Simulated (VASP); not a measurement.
The system is Hf2H3.

```
Hf H
1.0
     5.07139    0.00000    0.00000
    -2.53570    4.39195    0.00000
     0.00000    0.00000    2.99065
Hf H
2 3
Direct
  0.33333 0.66667 0.00000
  0.66667 0.33333 0.00000
  0.00000 0.00000 0.16857
  0.00000 0.00000 0.83143
  0.00000 0.00000 0.50000
```

```yaml
Program: VASP 6.6.1
Task: relaxation of cell and atoms
Functional: PBE
Potentials_or_basis: VASP PAW PBE potentials, release 64 (Hf_pv, H)
Cutoff: 600 eV
k_mesh: 6 × 6 × 6
Occupations: gaussian, width 0.1 eV
Spin: no spin polarisation
```

At the start: pressure -0.6 GPa; volume 13.32 Å³/atom.

Q: Where does the relaxation end?

A: Over 7 steps the energy falls by 18.3 meV/atom and the volume is 13.63 Å³/atom (+2.3 %); space group P6/mmm (No. 191, to 0.05 Å).

The path:
```csv
step,energy change (eV),largest force (eV/Å),pressure (GPa),volume (Å³)
1,0.0000,0.2453,-0.60,66.61
2,-0.0700,0.0127,0.83,66.10
3,-0.0778,0.1493,1.55,65.88
4,-0.0893,0.0351,0.64,67.13
5,-0.0916,0.0569,0.00,68.12
6,-0.0916,0.0503,0.04,68.05
7,-0.0917,0.0117,-0.01,68.15
```

Final structure:
```yaml
crystal:
  lattice:
    - [5.22917, 0.00000, 0.00000]
    - [-2.61458, 4.52859, 0.00000]
    - [0.00000, 0.00000, 2.87768]
  atoms:
    - { symbol: Hf, position: [0.33333, 0.66667, 0.00000] }
    - { symbol: Hf, position: [0.66667, 0.33333, 0.00000] }
    - { symbol: H, position: [0.00000, 0.00000, 0.17146] }
    - { symbol: H, position: [0.00000, 0.00000, 0.82854] }
    - { symbol: H, position: [0.00000, 0.00000, 0.50000] }
```
